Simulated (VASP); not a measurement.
# BAs (F-43m) in VASP: notebook

The runs below take BAs through relaxation of cell and atoms, with PBE, PBEsol, LDA, r2SCAN.

Program: VASP 6.6.1. These are calculated values, not measurements. Logs are shortened: lines on timing, memory, paths and dates and some standing lists are left out, and cuts for length are marked.

### 1 The cell of the first run

It takes space group F-43m (No. 216, cubic). Conventional cell: a = 4.659 Å, b = 4.659 Å, c = 4.659 Å, α = 90.00°, β = 90.00°, γ = 90.00°. Within 2.7 Å of B (site symmetry -43m) lie 4 As at 2.02 Å. As (site symmetry -43m) has 4 B at 2.02 Å within 2.7 Å.

### 2 Relaxation of cell and atoms, PBE

Contents of INCAR:

```
SYSTEM = BAs
  ALGO = Normal
  EDIFF = 1E-7
  EDIFFG = -0.005
  ENCUT = 600
  GGA = PE
  IBRION = 2
  ISIF = 3
  ISMEAR = -1
  LASPH = .TRUE.
  LCHARG = .FALSE.
  LREAL = .FALSE.
  LWAVE = .FALSE.
  NELM = 80
  NSW = 80
  PREC = Accurate
  SIGMA = 0.02
```

Contents of KPOINTS:

```
k-points
0
G
  8 8 8
  0 0 0
```

Contents of POSCAR:

```
BAs
1.0
    0.0000000000      2.3294928661      2.3294928661
    2.3294928661      0.0000000000      2.3294928661
    2.3294928661      2.3294928661      0.0000000000
B As
1 1
Direct
    0.0000000000      0.0000000000      0.0000000000
    0.2500000000      0.2500000000      0.2500000000
```

Potentials or basis: VASP PAW PBE potentials, release 64 (B, As).

Run with:

```console
cat potpaw_PBE.64/B/POTCAR potpaw_PBE.64/As/POTCAR > POTCAR
mpirun -np 1 vasp_std > vasp.out
```

OUTCAR:

```text
SYSTEM = BAs
   EDIFF = 1E-7
   EDIFFG = -0.005
   ENCUT = 600
   GGA = PE
   IBRION = 2
   ISIF = 3
   ISMEAR = -1
   LASPH = .TRUE.
   LREAL = .FALSE.
   NELM = 80
   NSW = 80
   PREC = Accurate

 ion  position               nearest neighbor table
   1  0.000  0.000  0.000-   2 2.02   2 2.02   2 2.02   2 2.02
   2  0.250  0.250  0.250-   1 2.02   1 2.02   1 2.02   1 2.02

  LATTYP: Found a face centered cubic cell.
 ALAT       =     4.6589857322

  Lattice vectors:

 A1 = (   0.0000000000,   2.3294928661,   2.3294928661)
 A2 = (   2.3294928661,   0.0000000000,   2.3294928661)
 A3 = (   2.3294928661,   2.3294928661,   0.0000000000)

Analysis of symmetry for initial positions (statically):
=====================================================================
 Subroutine PRICEL returns:
 Original cell was already a primitive cell.

 Routine SETGRP: Setting up the symmetry group for a
 face centered cubic supercell.

 Subroutine GETGRP returns: Found 24 space group operations
 (whereof 24 operations were pure point group operations)
 out of a pool of 48 trial point group operations.

The static configuration has the point symmetry T_d .

Analysis of symmetry for dynamics (positions and initial velocities):
=====================================================================
 Subroutine PRICEL returns:
 Original cell was already a primitive cell.

 Routine SETGRP: Setting up the symmetry group for a
 face centered cubic supercell.

 Subroutine GETGRP returns: Found 24 space group operations
 (whereof 24 operations were pure point group operations)
 out of a pool of 48 trial point group operations.

The dynamic configuration has the point symmetry T_d .

 Subroutine INISYM returns: Found 24 space group operations
 (whereof 24 operations are pure point group operations),
 and found     1 'primitive' translations

----------------------------------------------------------------------------------------

                                     Primitive cell

  volume of cell :      25.2822

  direct lattice vectors                    reciprocal lattice vectors
     0.000000000  2.329492866  2.329492866    -0.214638992  0.214638992  0.214638992
     2.329492866  0.000000000  2.329492866     0.214638992 -0.214638992  0.214638992
     2.329492866  2.329492866  0.000000000     0.214638992  0.214638992 -0.214638992

  length of vectors
     3.294400405  3.294400405  3.294400405     0.371765639  0.371765639  0.371765639

  position of ions in fractional coordinates (direct lattice)
     0.000000000  0.000000000  0.000000000
     0.250000000  0.250000000  0.250000000

  ion indices of the primitive-cell ions
   primitive index   ion index
                 1           1
                 2           2

----------------------------------------------------------------------------------------

 KPOINTS: k-points

Automatic generation of k-mesh.
 Grid dimensions read from file:
 generate k-points for:    8    8    8

 Generating k-lattice:

  Cartesian coordinates                     Fractional coordinates (reciprocal lattice)
    -0.026829874  0.026829874  0.026829874     0.125000000  0.000000000  0.000000000
     0.026829874 -0.026829874  0.026829874     0.000000000  0.125000000  0.000000000
     0.026829874  0.026829874 -0.026829874     0.000000000  0.000000000  0.125000000

  Length of vectors
     0.046470705  0.046470705  0.046470705

  Shift w.r.t. Gamma in fractional coordinates (k-lattice)
     0.000000000  0.000000000  0.000000000

 Subroutine IBZKPT returns following result:
 ===========================================

 Found     29 irreducible k-points:

 Following reciprocal coordinates:
            Coordinates               Weight
  0.000000  0.000000  0.000000      1.000000
  0.125000  0.000000  0.000000      8.000000
  0.250000  0.000000  0.000000      8.000000
  0.375000  0.000000  0.000000      8.000000
  0.500000  0.000000  0.000000      4.000000
  0.125000  0.125000  0.000000      6.000000
[... 16 lines left out ...]
  0.500000  0.250000  0.125000     48.000000
[... 38 lines left out ...]
  volume of cell :       25.28
 maximum number of plane-waves:       877
 NGX is ok and might be reduce to    28
   NGX = 13   NGY = 13   NGZ = 13

--------------------------------------- Ionic step        1  -------------------------------------------

 number of electron       8.0000000 magnetization

 Free energy of the ion-electron system (eV)
  ---------------------------------------------------
  ext. energy  EPLUGINS =         0.00000000
  ---------------------------------------------------
  free energy    TOTEN  =       -11.28909818 eV

  energy without entropy =      -11.28909818  energy(sigma->0) =      -11.28909818

------------------------ aborting loop because EDIFF is reached ----------------------------------------

  FORCE on cell =-STRESS in cart. coord.  units (eV):
  Direction    XX          YY          ZZ          XY          YZ          ZX
  --------------------------------------------------------------------------------------
  -------------------------------------------------------------------------------------
  Total        2.5500491      2.5500491      2.5500491      0.0000000      0.0000000      0.0000000
  in kB      161.6013466    161.6013466    161.6013466      0.0000000      0.0000000      0.0000000
  external PRESSURE =     161.6013466 kB  Pullay stress =       0.0000000 kB
[... 89 lines left out ...]
  FREE ENERGIE OF THE ION-ELECTRON SYSTEM (eV)
  ---------------------------------------------------
  free  energy   TOTEN  =       -11.4117441212 eV

  energy  without entropy=      -11.4117441212  energy(sigma->0) =      -11.41174412

[... ionic steps 4 to 14 ...]

--------------------------------------- Ionic step       15  -------------------------------------------

 number of electron       8.0000000 magnetization

------------------------ aborting loop because EDIFF is reached ----------------------------------------

  FORCE on cell =-STRESS in cart. coord.  units (eV):
  Direction    XX          YY          ZZ          XY          YZ          ZX
  --------------------------------------------------------------------------------------
  -------------------------------------------------------------------------------------
  Total        0.0195544      0.0195544      0.0195544      0.0000000      0.0000000     -0.0000000
  in kB        1.1225675      1.1225675      1.1225675      0.0000000      0.0000000     -0.0000000
  external PRESSURE =       1.1225675 kB  Pullay stress =       0.0000000 kB
[... 57 lines left out ...]
  energy  without entropy=      -11.4117478470  energy(sigma->0) =      -11.41174785

--------------------------------------- Ionic step       17  -------------------------------------------

 number of electron       8.0000000 magnetization

 Free energy of the ion-electron system (eV)
  ---------------------------------------------------
  ext. energy  EPLUGINS =         0.00000000
  ---------------------------------------------------
  free energy    TOTEN  =       -11.41174775 eV

  energy without entropy =      -11.41174775  energy(sigma->0) =      -11.41174775

 E-fermi :   6.2432     XC(G=0): -10.4758

 val. band max:        5.8538682348   @ k =   0.0000   0.0000   0.0000
 cond. band min:       7.0668829972   @ k =   0.3750   0.3750   0.0000
 fundamental gap:      1.2130147624
 Fermi energy:         6.2432021535

 k-point     1 :       0.0000    0.0000    0.0000
  band No.  band energies     occupation
      1      -9.3217      2.00000
      2       5.8539      2.00000
      3       5.8539      2.00000
      4       5.8539      2.00000
      5       9.0990      0.00000
      6       9.0990      0.00000
      7       9.0990      0.00000
      8      10.2253      0.00000
[... 243 lines left out ...]
 k-point    24 :      -0.3750    0.2500    0.1250
  band No.  band energies     occupation
      1      -5.9828      2.00000
      2      -2.2806      2.00000
      3       1.3872      2.00000
      4       2.8632      2.00000
      5       9.7714      0.00000
      6      10.5514      0.00000
      7      13.1765      0.00000
      8      14.7262      0.00000

 [... further k-points ...]
[... 5 lines left out ...]
  --------------------------------------------------------------------------------------
  -------------------------------------------------------------------------------------
  Total       -0.0080525     -0.0080525     -0.0080525     -0.0000000     -0.0000000     -0.0000000
  in kB       -0.4617256     -0.4617256     -0.4617256     -0.0000000     -0.0000000     -0.0000000
  external PRESSURE =      -0.4617256 kB  Pullay stress =       0.0000000 kB
[... 17 lines left out ...]
  FREE ENERGIE OF THE ION-ELECTRON SYSTEM (eV)
  ---------------------------------------------------
  free  energy   TOTEN  =       -11.4117477489 eV

  energy  without entropy=      -11.4117477488  energy(sigma->0) =      -11.41174775

 reached required accuracy - stopping structural energy minimisation
```

Wall time 1.9 min (1 thread of Intel Xeon Platinum 8259CL at 2.50GHz (Skylake/Cascade Lake), shared host); peak memory 0.16 GiB.

What came out:

* Free energy: -11.4117 eV
* Relaxed volume: 13.97 Å³/atom
* Relaxed cell: a = 3.406 Å, b = 3.406 Å, c = 3.406 Å, α = 60.00°, β = 60.00°, γ = 60.00°
* Space group after relaxing (to 0.05 Å): F-43m (No. 216)
* Energy gained by relaxing: 61.3 meV/atom
* Ionic steps: 17
* Pressure after relaxing: 0.0 GPa
* Band gap on the k mesh: 1.21 eV, indirect (least direct gap 3.25 eV)

The path:
```tsv
step	energy change (eV)	largest force (eV/Å)	pressure (GPa)	volume (Å³)
1	0.0000	0.0000	16.16	25.28
2	-0.0541	0.0000	-8.87	30.24
3	-0.1226	0.0000	-0.08	27.95
4	-0.1226	0.0000	0.18	27.90
5	-0.1226	0.0000	0.18	27.90
6	-0.1226	0.0000	0.17	27.90
7	-0.1226	0.0000	0.16	27.90
8	-0.1226	0.0000	0.16	27.90
9	-0.1226	0.0000	0.16	27.90
10	-0.1226	0.0000	0.16	27.90
11	-0.1226	0.0000	0.16	27.90
12	-0.1226	0.0000	0.16	27.90
13	-0.1226	0.0000	0.15	27.90
14	-0.1226	0.0000	0.14	27.90
15	-0.1226	0.0000	0.11	27.91
16	-0.1226	0.0000	0.06	27.92
17	-0.1226	0.0000	-0.05	27.94
```

Final structure:
```xyz
2
Lattice="0.0000 2.4085 2.4085 2.4085 0.0000 2.4085 2.4085 2.4085 0.0000" Properties=species:S:1:pos:R:3 pbc="T T T"
B     0.0000    0.0000    0.0000
As    1.2042    1.2042    1.2042
```

Levels at points of the mesh, in eV from the valence-band top:
| k point | band 1 | band 2 | band 3 | band 4 | band 5 | band 6 | band 7 | band 8 |
| --- | --- | --- | --- | --- | --- | --- | --- | --- |
| (0.00, 0.00, 0.00) | -15.18 | 0.00 | 0.00 | 0.00 | 3.25 | 3.25 | 3.25 | 4.37 |
| (0.50, 0.00, 0.00) | -12.39 | -8.61 | -1.78 | -1.78 | 2.55 | 4.75 | 4.75 | 8.81 |
| (0.50, 0.50, 0.00) | -11.12 | -8.39 | -3.98 | -3.98 | 1.46 | 1.46 | 11.13 | 11.13 |

### 3 Relaxation of cell and atoms, PBEsol

This run uses another cell than the first one, of 13.90 Å³/atom, 1.100 times its volume.

Contents of INCAR:

```
  PREC = Accurate
  ENCUT = 600
  EDIFF = 1E-6
  ISMEAR = -1
  SIGMA = 0.02
  LREAL = False
  LASPH = True
  NELM = 80
  ALGO = Normal
  ISIF = 3
  LWAVE = False
  LCHARG = False
  GGA = PS
  IBRION = 2
  NSW = 80
  EDIFFG = -0.005
```

Contents of KPOINTS:

```
regular mesh
0
Gamma
  8 8 8
```

Contents of POSCAR:

```
BAs
1.0
    0.0000000000      2.4046251121      2.4046251121
    2.4046251121      0.0000000000      2.4046251121
    2.4046251121      2.4046251121      0.0000000000
B As
1 1
Direct
    0.0000000000      0.0000000000      0.0000000000
    0.2500000000      0.2500000000      0.2500000000
```

Potentials or basis: VASP PAW PBE potentials, release 64 (B, As).

Run with:

```console
cat potpaw_PBE.64/B/POTCAR potpaw_PBE.64/As/POTCAR > POTCAR
mpirun -np 1 vasp_std > vasp.out
```

Wall time 27 s (1 thread of Intel Xeon Platinum 8259CL at 2.50GHz (Skylake/Cascade Lake), shared host); peak memory 0.16 GiB.

The run converged. Its results:

```yaml
Free_energy: -12.2026 eV
Relaxed_volume: 13.63 Å³/atom
Relaxed_cell: a = 3.378 Å, b = 3.378 Å, c = 3.378 Å, α = 60.00°, β = 60.00°, γ = 60.00°
Space_group_after_relaxing_to_0.05_Å: F-43m (No. 216)
Energy_gained_by_relaxing: 2.3 meV/atom
Ionic_steps: 3
Pressure_after_relaxing: 0.0 GPa
Band_gap_on_the_k_mesh: 1.09 eV, indirect (least direct gap 3.24 eV)
```

The path:
```csv
step,energy change (eV),largest force (eV/Å),pressure (GPa),volume (Å³)
1,0.0000,0.0000,-2.68,27.81
2,-0.0023,0.0000,2.04,26.88
3,-0.0047,0.0000,0.00,27.26
```

Final structure:
```
B As
1.0
     0.00000    2.38878    2.38878
     2.38878    0.00000    2.38878
     2.38878    2.38878    0.00000
B As
1 1
Direct
  0.00000 0.00000 0.00000
  0.25000 0.25000 0.25000
```

Levels at points of the mesh, in eV from the valence-band top:
```
           k point  band 2  band 3  band 4  band 5  band 6  band 7
(0.00, 0.00, 0.00)    0.00    0.00    0.00    3.24    3.24    3.24
(0.50, 0.00, 0.00)   -8.83   -1.83   -1.83    2.65    4.73    4.73
(0.50, 0.50, 0.00)   -8.53   -4.10   -4.10    1.31    1.34   11.34
```

Caveat: the PAW data sets were made with another functional, which shifts forces and pressure a little. A k mesh can miss the band edges.

### 4 Relaxation of cell and atoms, LDA

This run uses another cell than the first one, of 13.90 Å³/atom, 1.100 times its volume.

Contents of INCAR:

```
ALGO = Normal ; EDIFF = 1E-6
EDIFFG = -0.005 ; ENCUT = 600
GGA = CA ; IBRION = 2
ISIF = 3 ; ISMEAR = -1
LASPH = T ; LCHARG = F
LREAL = F ; LWAVE = F
NELM = 80 ; NSW = 80
PREC = Accurate ; SIGMA = 0.02
```

Contents of KPOINTS:

```
k-points
0
Gamma
  8 8 8
```

POSCAR is that of step 3.

Potentials or basis: VASP PAW LDA potentials, release 64 (B, As).

Run with:

```console
cat potpaw_LDA.64/B/POTCAR potpaw_LDA.64/As/POTCAR > POTCAR
mpirun -np 1 vasp_std > vasp.out
```

Run time: 29 s. Hardware: 1 thread of Intel Xeon Platinum 8259CL at 2.50GHz (Skylake/Cascade Lake), shared host; peak memory 0.15 GiB.

The run converged. Its results:

```
Free energy                            : -12.9254 eV
Relaxed volume                         : 13.33 Å³/atom
Relaxed cell                           : a = 3.353 Å, b = 3.353 Å, c = 3.353 Å, α = 60.00°, β = 60.00°, γ = 60.00°
Space group after relaxing (to 0.05 Å) : F-43m (No. 216)
Energy gained by relaxing              : 10.6 meV/atom
Ionic steps                            : 3
Pressure after relaxing                : 0.0 GPa
Band gap on the k mesh                 : 1.12 eV, indirect (least direct gap 3.28 eV)
```

Step by step:
| step | energy change (eV) | largest force (eV/Å) | pressure (GPa) | volume (Å³) |
| --- | --- | --- | --- | --- |
| 1 | 0.0000 | 0.0000 | -5.70 | 27.81 |
| 2 | -0.0096 | 0.0000 | 4.77 | 25.86 |
| 3 | -0.0211 | 0.0000 | -0.02 | 26.67 |

Final structure:
```
B As
1.0
     0.00000    2.37122    2.37122
     2.37122    0.00000    2.37122
     2.37122    2.37122    0.00000
B As
1 1
Direct
  0.00000 0.00000 0.00000
  0.25000 0.25000 0.25000
```

Levels at points of the mesh, in eV from the valence-band top:
```csv
k point,band 1,band 2,band 3,band 4,band 5,band 6,band 7,band 8
"(0.00, 0.00, 0.00)",-15.58,0.00,0.00,0.00,3.28,3.28,3.28,4.97
"(0.50, 0.00, 0.00)",-12.64,-8.92,-1.85,-1.85,2.82,4.78,4.78,8.74
"(0.50, 0.50, 0.00)",-11.33,-8.55,-4.17,-4.17,1.32,1.39,11.44,11.44
```

A k mesh can miss the band edges. A hybrid or GW would open this gap; LDA tends to underestimate it.

### 5 Relaxation of cell and atoms, r2SCAN

This run uses another cell than the first one, of 13.90 Å³/atom, 1.100 times its volume.

POSCAR is that of step 4.

Contents of INCAR.step1:

```
PREC     = Accurate       # precision mode
ENCUT    = 600            # plane-wave cutoff, eV
ISMEAR   = -1             # smearing method
SIGMA    = 0.02           # smearing width, eV
LREAL    = F              # projectors in reciprocal space
LASPH    = T              # aspherical terms in the spheres
NELM     = 80             # most SCF steps
GGA      = PE             # functional
ALGO     = Normal         # electronic algorithm
EDIFF    = 1E-4           # SCF threshold, eV
LWAVE    = T              # write WAVECAR
LCHARG   = F              # write CHGCAR
```

Contents of INCAR.step2:

```
PREC     = Accurate       # precision mode
ENCUT    = 600            # plane-wave cutoff, eV
EDIFF    = 1E-7           # SCF threshold, eV
ISMEAR   = -1             # smearing method
SIGMA    = 0.02           # smearing width, eV
LREAL    = F              # projectors in reciprocal space
LASPH    = T              # aspherical terms in the spheres
NELM     = 80             # most SCF steps
ALGO     = Normal         # electronic algorithm
ISIF     = 3              # what is computed and relaxed
LWAVE    = F              # write WAVECAR
LCHARG   = F              # write CHGCAR
METAGGA  = R2SCAN         # meta-GGA
LMIXTAU  = T            
IBRION   = 2              # ionic algorithm
NSW      = 80             # ionic steps
EDIFFG   = -0.005         # ionic threshold
ISTART   = 1
```

Contents of KPOINTS:

```
regular mesh
0
Gamma
  8 8 8
```

Potentials or basis: VASP PAW PBE potentials, release 64 (B, As).

Run with:

```console
cat potpaw_PBE.64/B/POTCAR potpaw_PBE.64/As/POTCAR > POTCAR
cp INCAR.step1 INCAR
mpirun -np 1 vasp_std > vasp.out
cp INCAR.step2 INCAR
mpirun -np 1 vasp_std > vasp.out
```

It took 47 s on 1 thread of Intel Xeon 6975P-C (Granite Rapids), shared host; peak memory 0.17 GiB.

The run converged. Its results:

* Free energy: -22.2556 eV
* Relaxed volume: 13.71 Å³/atom
* Relaxed cell: a = 3.384 Å, b = 3.384 Å, c = 3.384 Å, α = 60.00°, β = 60.00°, γ = 60.00°
* Space group after relaxing (to 0.05 Å): F-43m (No. 216)
* Energy gained by relaxing: 1.2 meV/atom
* Ionic steps: 3
* Pressure after relaxing: 0.0 GPa
* Band gap on the k mesh: 1.39 eV, indirect (least direct gap 3.44 eV)

Step by step:
| step | energy change (eV) | largest force (eV/Å) | pressure (GPa) | volume (Å³) |
| --- | --- | --- | --- | --- |
| 1 | 0.0000 | 0.0000 | -1.97 | 27.81 |
| 2 | -0.0011 | 0.0000 | 1.54 | 27.13 |
| 3 | -0.0025 | 0.0000 | 0.01 | 27.41 |

Final structure:
```
CELL_PARAMETERS angstrom
0.00000 2.39319 2.39319
2.39319 0.00000 2.39319
2.39319 2.39319 0.00000
ATOMIC_POSITIONS crystal
B 0.00000 0.00000 0.00000
As 0.25000 0.25000 0.25000
```

Levels at points of the mesh, in eV from the valence-band top:
```csv
k point,band 1,band 2,band 3,band 4,band 5,band 6,band 7,band 8
"(0.00, 0.00, 0.00)",-16.10,0.00,0.00,0.00,3.44,3.44,3.44,5.07
"(0.50, 0.00, 0.00)",-13.10,-9.20,-1.93,-1.93,2.94,5.05,5.05,9.56
"(0.50, 0.50, 0.00)",-11.67,-9.03,-4.28,-4.28,1.62,1.70,12.10,12.10
```

Caveat: the PAW data sets were made with another functional, which shifts forces and pressure a little. r2SCAN opens gaps a little over a GGA but as a rule still falls short of measured ones.

### 6 The runs side by side

```tsv
level	potentials or basis	cell	gap on the mesh (eV)	pressure (GPa)	relaxed volume (Å³/atom)
PBE	VASP PAW PBE potentials, release 64 (B, As)	relaxed from a = 3.294 Å, angles 60.0°, 2 atoms	1.21	0.0	13.97
PBEsol	VASP PAW PBE potentials, release 64 (B, As)	relaxed from a = 3.401 Å, angles 60.0°, 2 atoms	1.09	0.0	13.63
LDA	VASP PAW LDA potentials, release 64 (B, As)	relaxed from a = 3.401 Å, angles 60.0°, 2 atoms	1.12	0.0	13.33
r2SCAN	VASP PAW PBE potentials, release 64 (B, As)	relaxed from a = 3.401 Å, angles 60.0°, 2 atoms	1.39	0.0	13.71
```

Alike in all rows: task relaxation of cell and atoms; no spin polarisation; k mesh 8 × 8 × 8; cutoff (eV) 600; smearing fermi-dirac 0.02 eV.

Caveats: the PAW data sets were made with another functional, which shifts forces and pressure a little (some runs).

Absolute energies hang on the potentials; compare differences alone.
